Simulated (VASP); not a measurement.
TaC:

```xyz
2
Lattice="0.0000 2.2270 2.2270 2.2270 0.0000 2.2270 2.2270 2.2270 0.0000" Properties=species:S:1:pos:R:3 pbc="T T T"
Ta    0.0000    0.0000    0.0000
C     2.2270    2.2270    2.2270
```

Base run:

| Property | Result |
| --- | --- |
| Program | VASP 6.6.1 |
| Functional | r2SCAN |
| Potentials or basis | VASP PAW PBE potentials, release 64 (Ta_pv, C) |
| Cutoff | 580 eV |
| k mesh | 16 × 16 × 16 |
| Occupations | fermi-dirac, width 0.05 eV |
| Spin | no spin polarisation |

Its results: pressure 3.0 GPa.

Question: The run is repeated on the same cell with these changes: functional from r2SCAN to PBEsol; cutoff from 580 eV to 520 eV. What comes out?

Answer: Pressure -2.4 GPa.

Caveats: the PAW data sets were made with another functional, which shifts forces and pressure a little.
